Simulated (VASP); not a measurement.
Input of a VASP 6.6.1 run:

File INCAR:

```
PREC     = Accurate       # precision mode
ENCUT    = 520            # plane-wave cutoff, eV
EDIFF    = 1E-6           # SCF threshold, eV
ISMEAR   = 0              # smearing method
SIGMA    = 0.15           # smearing width, eV
LREAL    = False          # projectors in reciprocal space
LASPH    = True           # aspherical terms in the spheres
NELM     = 100            # most SCF steps
ALGO     = Normal         # electronic algorithm
ISIF     = 2              # what is computed and relaxed
LWAVE    = False          # write WAVECAR
LCHARG   = True           # write CHGCAR
GGA      = CA             # functional
LELF     = True           # ELF
LVHAR    = True         
NBANDS   = 11             # bands
```

Contents of KPOINTS:

```
regular mesh
0
Gamma
  22 22 22
```

File POSCAR:

```
Pt
1.0
    0.0000000000      2.0678203738      1.5184005005
    2.0678203738      0.0000000000      1.5184005005
    2.0678203738      2.0678203738      0.0000000000
Pt
1
Direct
    0.0000000000      0.0000000000      0.0000000000
```

Potentials or basis: VASP PAW LDA potentials, release 64 (Pt).

Run with:

```bash
$ cat potpaw_LDA.64/Pt/POTCAR > POTCAR
$ mpirun -np 1 vasp_std > vasp.out
```

Task: What does it give for the band gap on the k mesh?

Result: Zero (bands 5 and 6 overlap by 3.11 eV).

Task: Estimate the pressure.

Result: 60.6 GPa.

Stress tensor (GPa, compression positive):
```
58.61  0.00  0.00
 0.00 58.61  0.00
 0.00  0.00 64.49
```

Caveat: the stress differs along the axes, from 59 to 64 GPa; spin-orbit coupling is left out, which moves the levels of the heavy elements.
